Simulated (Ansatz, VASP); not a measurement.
# One calculation of NaC12, two programs

```
Na C
1.0
     4.29237    0.00000    0.00000
    -2.14619    3.71730    0.00000
     0.00000    0.00000    7.80052
Na C
1 12
Direct
  0.00000 0.00000 0.00000
  0.33341 0.00000 0.71163
  0.00000 0.33341 0.71163
  0.66659 0.66659 0.71163
  0.66659 0.00000 0.71163
  0.33341 0.33341 0.71163
  0.00000 0.66659 0.71163
  0.66659 0.00000 0.28837
  0.33341 0.33341 0.28837
  0.00000 0.66659 0.28837
  0.33341 0.00000 0.28837
  0.00000 0.33341 0.28837
  0.66659 0.66659 0.28837
```

Alike in both runs: task single point; functional PBE; dispersion D3(BJ); k mesh 6 × 6 × 2; occupations gaussian, width 0.1 eV; no spin polarisation.

```csv
,VASP,Ansatz
version,VASP 6.6.1,Ansatz 0.2.0
potentials or method,"VASP PAW PBE potentials, release 64 (Na_pv, C), cutoff 520 eV","scalar-relativistic, plane waves, PAW"
valence electrons in the cell,55,57
```

VASP gave:

* gap on the k mesh at the Fermi level (eV): none
* pressure (GPa): 0.1
* traceless stress, the component that is largest in VASP (GPa): -0.43
* rms of the force components (eV/Å): 0.010

Problem. What did Ansatz give for the same quantities?

Solution. gap on the k mesh at the Fermi level (eV): none; pressure (GPa): -0.3; traceless stress, the component that is largest in VASP (GPa): -0.01; rms of the force components (eV/Å): 0.010.

Atom by atom the forces differ by 0.001 eV/Å (rms over components). A gap of «none» marks a metal or a gap that the smearing closes. VASP's potentials hold 55 valence electrons a cell and Ansatz's 57, so a difference there can come from the potentials and not from the codes.

The k mesh is coarse, so the values compare programs but aren't converged.
